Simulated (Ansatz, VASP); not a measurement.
## KMgF3 in VASP and in Ansatz

```
K Mg F
1.0
     3.92611    0.00000    0.00000
     0.00000    3.92611    0.00000
     0.00000    0.00000    3.86632
K Mg F
1 1 3
Direct
  0.50000 0.50000 0.50000
  0.00000 0.00000 0.00000
  0.50000 0.00000 0.00000
  0.00000 0.50000 0.00000
  0.00000 0.00000 0.50000
```

Change from the starting cell: strain -0.015 along x and y, -0.030 along z, atoms carried along.

Alike in both runs: task single point; functional PBEsol; k mesh 6 × 6 × 6; occupations gaussian, width 0.05 eV; no spin polarisation.

|  | VASP | Ansatz |
| --- | --- | --- |
| version | VASP 6.6.1 | Ansatz 0.2.0 |
| potentials or method | VASP PAW PBE potentials, release 64 (K_sv, Mg, F), cutoff 520 eV | scalar-relativistic, plane waves, PAW |
| valence electrons in the cell | 32 | 40 |

Ansatz gave:

- gap on the k mesh at the Fermi level (eV): 7.60
- least direct gap on the mesh (eV): 7.93
- pressure (GPa): 5.5
- traceless stress, the component that is largest in VASP (GPa): 1.37

**Question.** What did VASP give for the same quantities?

**Answer.** gap on the k mesh at the Fermi level (eV): 7.58; least direct gap on the mesh (eV): 7.91; pressure (GPa): 5.1; traceless stress, the component that is largest in VASP (GPa): 1.37.

VASP's potentials were made for PBE, not for PBEsol. The functional is the same, so the differences come from potentials, cutoffs and numerics. VASP's potentials hold 32 valence electrons a cell and Ansatz's 40, so a difference there can come from the potentials and not from the codes.
